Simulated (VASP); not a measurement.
# Li7Cl8 (a cell with a defect) in VASP: notebook

Runs on Li7Cl8 (a cell with a defect). Level: PBEsol. Tasks: single point.

Program: VASP 6.6.1. These are calculated values, not measurements. Logs are shortened: lines on timing, memory, paths and dates and some standing lists are left out, and cuts for length are marked.

### Step 1. The cell of the first run

The cell holds a defect, 15 atoms: a = 7.160 Å, b = 7.160 Å, c = 7.160 Å, α = 60.00°, β = 60.00°, γ = 60.00°.

### Step 2. Single point, PBEsol

File INCAR:

```
PREC     = Accurate       # precision mode
ENCUT    = 520            # plane-wave cutoff, eV
EDIFF    = 1E-7           # SCF threshold, eV
ISMEAR   = 0              # smearing method
SIGMA    = 0.05           # smearing width, eV
LREAL    = Auto         
LASPH    = T              # aspherical terms in the spheres
NELM     = 100            # most SCF steps
ALGO     = Normal         # electronic algorithm
ISIF     = 2              # what is computed and relaxed
LWAVE    = F              # write WAVECAR
LCHARG   = F              # write CHGCAR
GGA      = PS             # functional
NELECT   = 78.0         
NBANDS   = 52             # bands
```

File KPOINTS:

```
regular mesh
0
Gamma
  4 4 4
```

File POSCAR:

```
Li7Cl8
1.0
    0.0000000000      5.0628218036     -5.0628218036
    5.0628218036      5.0628218036      0.0000000000
    5.0628218036      0.0000000000     -5.0628218036
Li Cl
7 8
Direct
    0.5000000000      0.0000000000      0.0000000000
    1.0000000000      0.5000000000      0.0000000000
    1.0000000000      0.0000000000      0.0000000000
    0.5000000000      0.5000000000      0.5000000000
    0.5000000000      0.0000000000      0.5000000000
    1.0000000000      0.5000000000      0.5000000000
    1.0000000000      0.0000000000      0.5000000000
    0.2450308693      0.7549691307      0.2549691307
    0.2450308693      0.2450308693      0.2549691307
    0.7500000000      0.7500000000      0.2500000000
    0.7549691307      0.2450308693      0.2549691307
    0.2450308693      0.7549691307      0.7450308693
    0.2500000000      0.2500000000      0.7500000000
    0.7549691307      0.7549691307      0.7450308693
    0.7549691307      0.2450308693      0.7450308693
```

Potentials or basis: VASP PAW PBE potentials, release 64 (Li_sv, Cl).

Started as:

```bash
> cat potpaw_PBE.64/Li_sv/POTCAR potpaw_PBE.64/Cl/POTCAR > POTCAR
> mpirun -np 1 vasp_std > vasp.out
```

OUTCAR:

```text
PREC = Accurate
   ENCUT = 520
   EDIFF = 1E-7
   ISMEAR = 0
   LREAL = Auto
   LASPH = T
   NELM = 100
   ISIF = 2
   GGA = PS
   NELECT = 78.0

 ion  position               nearest neighbor table
   1  0.500  0.000  0.000-  10 2.53  13 2.53   8 2.53   9 2.53  14 2.53  15 2.53
   2  0.000  0.500  0.000-  10 2.53  13 2.53  11 2.53  12 2.53   9 2.53  14 2.53
   3  0.000  0.000  0.000-  10 2.53  13 2.53  11 2.53  12 2.53   8 2.53  15 2.53
   4  0.500  0.500  0.500-  10 2.53  13 2.53  11 2.53  12 2.53   8 2.53  15 2.53
   5  0.500  0.000  0.500-  10 2.53  13 2.53  11 2.53  12 2.53   9 2.53  14 2.53
   6  0.000  0.500  0.500-  10 2.53  13 2.53   8 2.53   9 2.53  14 2.53  15 2.53
   7  0.000  0.000  0.500-   8 2.48   9 2.48  11 2.48  12 2.48  14 2.48  15 2.48
   8  0.245  0.755  0.255-   7 2.48   3 2.53   4 2.53   6 2.53   1 2.53
   9  0.245  0.245  0.255-   7 2.48   2 2.53   5 2.53   6 2.53   1 2.53
  10  0.750  0.750  0.250-   1 2.53   2 2.53   3 2.53   4 2.53   5 2.53   6 2.53
  11  0.755  0.245  0.255-   7 2.48   3 2.53   4 2.53   5 2.53   2 2.53
  12  0.245  0.755  0.745-   7 2.48   3 2.53   4 2.53   5 2.53   2 2.53
  13  0.250  0.250  0.750-   1 2.53   2 2.53   3 2.53   4 2.53   5 2.53   6 2.53
  14  0.755  0.755  0.745-   7 2.48   2 2.53   5 2.53   6 2.53   1 2.53
  15  0.755  0.245  0.745-   7 2.48   3 2.53   4 2.53   6 2.53   1 2.53

  LATTYP: Found a face centered cubic cell.
 ALAT       =    10.1256436072

  Lattice vectors:

 A1 = (   0.0000000000,   5.0628218036,  -5.0628218036)
 A2 = (   5.0628218036,   5.0628218036,   0.0000000000)
 A3 = (   5.0628218036,   0.0000000000,  -5.0628218036)

Analysis of symmetry for initial positions (statically):
=====================================================================
 Subroutine PRICEL returns:
 Original cell was already a primitive cell.

 Routine SETGRP: Setting up the symmetry group for a
 face centered cubic supercell.

 Subroutine GETGRP returns: Found 48 space group operations
 (whereof  8 operations were pure point group operations)
 out of a pool of 48 trial point group operations.

The static configuration has the point symmetry D_2h.
 The point group associated with its full space group is O_h .

Analysis of symmetry for dynamics (positions and initial velocities):
=====================================================================
 Subroutine PRICEL returns:
 Original cell was already a primitive cell.

 Routine SETGRP: Setting up the symmetry group for a
 face centered cubic supercell.

 Subroutine GETGRP returns: Found 48 space group operations
 (whereof  8 operations were pure point group operations)
 out of a pool of 48 trial point group operations.

The dynamic configuration has the point symmetry D_2h.
 The point group associated with its full space group is O_h .

 Subroutine INISYM returns: Found 48 space group operations
 (whereof  8 operations are pure point group operations),
 and found     1 'primitive' translations

----------------------------------------------------------------------------------------

                                     Primitive cell

  volume of cell :     259.5422

  direct lattice vectors                    reciprocal lattice vectors
     0.000000000  5.062821804 -5.062821804    -0.098759154  0.098759154 -0.098759154
     5.062821804  5.062821804  0.000000000     0.098759154  0.098759154  0.098759154
     5.062821804  0.000000000 -5.062821804     0.098759154 -0.098759154 -0.098759154

  length of vectors
     7.159911259  7.159911259  7.159911259     0.171055873  0.171055873  0.171055873

  position of ions in fractional coordinates (direct lattice)
     0.500000000  0.000000000  0.000000000
     0.000000000  0.500000000  0.000000000
     0.000000000  0.000000000  0.000000000
     0.500000000  0.500000000  0.500000000
     0.500000000  0.000000000  0.500000000
     0.000000000  0.500000000  0.500000000
     0.000000000  0.000000000  0.500000000
     0.245030869  0.754969131  0.254969131
     0.245030869  0.245030869  0.254969131
     0.750000000  0.750000000  0.250000000
     0.754969131  0.245030869  0.254969131
     0.245030869  0.754969131  0.745030869
     0.250000000  0.250000000  0.750000000
     0.754969131  0.754969131  0.745030869
[... 33 lines left out ...]
     0.024689789 -0.024689789 -0.024689789     0.000000000  0.000000000  0.250000000

  Length of vectors
     0.042763968  0.042763968  0.042763968

  Shift w.r.t. Gamma in fractional coordinates (k-lattice)
     0.000000000  0.000000000  0.000000000

 Subroutine IBZKPT returns following result:
 ===========================================

 Found      8 irreducible k-points:

 Following reciprocal coordinates:
            Coordinates               Weight
  0.000000  0.000000  0.000000      1.000000
  0.250000  0.000000  0.000000      8.000000
  0.500000  0.000000  0.000000      4.000000
  0.250000  0.250000  0.000000      6.000000
  0.500000  0.250000  0.000000     24.000000
 -0.250000  0.250000  0.000000     12.000000
  0.500000  0.500000  0.000000      3.000000
 -0.250000  0.500000  0.250000      6.000000
   k-points           NKPTS =      8   k-points in BZ     NKDIM =      8   number of bands    NBANDS=     52
   number of dos      NEDOS =    301   number of ions     NIONS =     15
   total plane-waves  NPLWV = 157464
   dimension x,y,z NGX =    54 NGY =   54 NGZ =   54
   dimension x,y,z NGXF=   108 NGYF=  108 NGZF=  108
   ions per type =               7   8
   NGX,Y,Z   is equivalent  to a cutoff of  12.54, 12.54, 12.54 a.u.
   NGXF,Y,Z  is equivalent  to a cutoff of  25.08, 25.08, 25.08 a.u.
 SYSTEM =  unknown system
   PREC   = accura    normal or accurate (medium, high low for compatibility)
   ISTART =      0    job   : 0-new  1-cont  2-samecut
   ICHARG =      2    charge: 1-file 2-atom 10-const
   ISPIN  =      1    spin polarized calculation?
   LNONCOLLINEAR =      F non collinear calculations
   LSORBIT =      F    spin-orbit coupling
   LASPH  =      T    aspherical Exc in radial PAW
   ENCUT  =  520.0 eV  38.22 Ry    6.18 a.u.  13.31 13.31 13.31*2*pi/ulx,y,z
   NELM   =    100;   NELMIN=  2; NELMDL= -5     # of ELM steps
   EDIFF  = 0.1E-06   stopping-criterion for ELM
   LREAL  =      T    real-space projection
   EDIFFG = 0.1E-05   stopping-criterion for IOM
   NSW    =      0    number of steps for IOM
   IBRION =     -1    ionic relax: 0-MD 1-quasi-New 2-CG
   NFREE  =      0    steps in history (QN), initial steepest desc. (CG)
   ISIF   =      2    stress and relaxation
   ISYM   =      2    0-nonsym 1-usesym 2-fastsym
   POTIM  = 0.5000    time-step for ionic-motion
   TEBEG  =    0.0;   TEEND  =   0.0 temperature during run
   PSTRESS=    0.0 pullay stress
   NELECT =      78.0000    total number of electrons
   NUPDOWN=      -1.0000    fix difference up-down
   EMIN   =  10.00;   EMAX   =-10.00  energy-range for DOS
   EFERMI =   0.00;   METHOD = LEGACY
   ISMEAR =     0;   SIGMA  =   0.05  broadening in eV -4-tet -1-fermi 0-gaus
   EFERMI_NEDOS =   21; number of points for ismear=-14 and -15
   IALGO  =     38    algorithm
   IMIX   =      4    mixing-type and parameters
     AMIX     =   0.40;   BMIX     =  1.00
     AMIX_MAG =   1.60;   BMIX_MAG =  1.00
  volume/ion in A,a.u.               =      17.30       116.77
  Fermi-wavevector in a.u.,A,eV,Ry     =   1.096572  2.072220 16.360593  1.202470
  Thomas-Fermi vector in A             =   2.232916
   LORBIT       =      0    0 simple, 1 ext, 2 COOP (PROOUT), +10 PAW based schemes
   GGA     = PS    functional components
   LHFCALC =     F    Hartree Fock is set to
   AEXX    =    0.0000 exact exchange contribution
   IVDW    =     0    specifies the selected vdW correction
   LEPSILON=     F    determine dielectric tensor
   LRPA    =     F    only Hartree local field effects (RPA)
 non-spin polarized calculation
 Gauss-broadening in eV      SIGMA  =   0.05
  energy-cutoff  :      520.00
  volume of cell :      259.54
 maximum number of plane-waves:      7046
 NGX is ok and might be reduce to    54
   NGX = 27   NGY = 27   NGZ = 27

 number of electron      78.0000050 magnetization

 Free energy of the ion-electron system (eV)
  ---------------------------------------------------
  ext. energy  EPLUGINS =         0.00000000
  ---------------------------------------------------
  free energy    TOTEN  =       -53.73053258 eV

  energy without entropy =      -53.73053258  energy(sigma->0) =      -53.73053258

 E-fermi :   0.9446     XC(G=0):  -8.9844

 val. band max:        0.6713030731   @ k =  -0.2500   0.2500   0.0000
 cond. band min:       6.8803441493   @ k =   0.0000   0.0000   0.0000
 fundamental gap:      6.2090410762
 Fermi energy:         0.9446373074

 k-point     1 :       0.0000    0.0000    0.0000
  band No.  band energies     occupation
      1     -42.5203      2.00000
      2     -42.5177      2.00000
      3     -42.5177      2.00000
      4     -42.5177      2.00000
      5     -42.5165      2.00000
      6     -42.5165      2.00000
[... 421 lines left out ...]
     50      10.0929      0.00000
     51      10.1546      0.00000
 [bands above 51 left out]

------------------------ aborting loop because EDIFF is reached ----------------------------------------

  FORCE on cell =-STRESS in cart. coord.  units (eV):
  Direction    XX          YY          ZZ          XY          YZ          ZX
  --------------------------------------------------------------------------------------
  -------------------------------------------------------------------------------------
  Total        6.9504131      6.9504131      6.9504131     -0.0000000      0.0000000     -0.0000000
  in kB       42.9055307     42.9055307     42.9055307     -0.0000000      0.0000000     -0.0000000
  external PRESSURE =      42.9055307 kB  Pullay stress =       0.0000000 kB

 VOLUME and BASIS-vectors are now :
 -----------------------------------------------------------------------------
  energy-cutoff  :      520.00
  volume of cell :      259.54
      direct lattice vectors                 reciprocal lattice vectors
     0.000000000  5.062821804 -5.062821804    -0.098759154  0.098759154 -0.098759154
     5.062821804  5.062821804  0.000000000     0.098759154  0.098759154  0.098759154
     5.062821804  0.000000000 -5.062821804     0.098759154 -0.098759154 -0.098759154

 POSITION                                       TOTAL-FORCE (eV/Angst)
 -----------------------------------------------------------------------------------
      0.00000      2.53141     -2.53141         0.000000     -0.000000     -0.000000
      2.53141      2.53141      0.00000        -0.000000     -0.000000     -0.000000
      0.00000      0.00000      0.00000        -0.000000     -0.000000     -0.000000
      5.06282      5.06282     -5.06282        -0.000000     -0.000000     -0.000000
      2.53141      2.53141     -5.06282        -0.000000     -0.000000     -0.000000
      5.06282      2.53141     -2.53141         0.000000     -0.000000     -0.000000
      2.53141      0.00000     -2.53141        -0.000000     -0.000000     -0.000000
      5.11314      5.06282     -2.53141        -0.021970     -0.000000     -0.000000
      2.53141      2.48110     -2.53141         0.000000      0.021970     -0.000000
      5.06282      7.59423     -5.06282         0.000000     -0.000000     -0.000000
      2.53141      5.06282     -5.11314         0.000000     -0.000000      0.021970
      7.59423      5.06282     -5.01251         0.000000     -0.000000     -0.021970
      5.06282      2.53141     -5.06282        -0.000000     -0.000000      0.000000
      7.59423      7.64455     -7.59423         0.000000     -0.021970     -0.000000
      5.01251      5.06282     -7.59423         0.021970     -0.000000     -0.000000
 -----------------------------------------------------------------------------------
    total drift:                               -0.000000      0.000000      0.000000

  FREE ENERGIE OF THE ION-ELECTRON SYSTEM (eV)
  ---------------------------------------------------
  free  energy   TOTEN  =       -53.7305325818 eV

  energy  without entropy=      -53.7305325818  energy(sigma->0) =      -53.73053258
```

Wall time 7.1 min (1 thread of Oxide Virtual Turin-like, shared host); peak memory 0.35 GiB.

What came out:

- Free energy: -53.7305 eV
- Largest force: 0.022 eV/Å

Forces in eV/Å, atoms in the order of the input:
```
Li   0.000  0.000  0.000
Li   0.000  0.000  0.000
Li   0.000  0.000  0.000
Li   0.000  0.000  0.000
Li   0.000  0.000  0.000
Li   0.000  0.000  0.000
Li   0.000  0.000  0.000
Cl  -0.022  0.000  0.000
Cl   0.000  0.022  0.000
Cl   0.000  0.000  0.000
Cl   0.000  0.000  0.022
Cl   0.000  0.000 -0.022
Cl   0.000  0.000  0.000
Cl   0.000 -0.022  0.000
Cl   0.022  0.000  0.000
```

Levels at points of the mesh, in eV from the Fermi level:
| k point | band 35 | band 36 | band 37 | band 38 | band 39 | band 40 | band 41 | band 42 | band 43 | band 44 |
| --- | --- | --- | --- | --- | --- | --- | --- | --- | --- | --- |
| (0.00, 0.00, 0.00) | -0.28 | -0.28 | -0.28 | -0.27 | -0.27 | 5.94 | 6.00 | 6.38 | 6.38 | 6.38 |
| (0.50, 0.00, 0.00) | -1.04 | -0.40 | -0.40 | -0.37 | -0.37 | 6.73 | 6.76 | 7.56 | 7.56 | 7.63 |
| (0.50, 0.50, 0.00) | -0.89 | -0.68 | -0.68 | -0.62 | -0.30 | 7.46 | 7.51 | 8.07 | 8.07 | 8.08 |

Caveat: the cell carries a net charge on a neutralising background, which shifts energy and pressure; the cell is charged against a uniform background, so pressure and absolute levels hang on convention; the cutoff is under 1.25 times the usual one of these potentials, so pressure, stress and relaxed cells hold a basis-set (Pulay) error; the PAW data sets were made with another functional, which shifts forces and pressure a little.

[end of part 1 of 2]
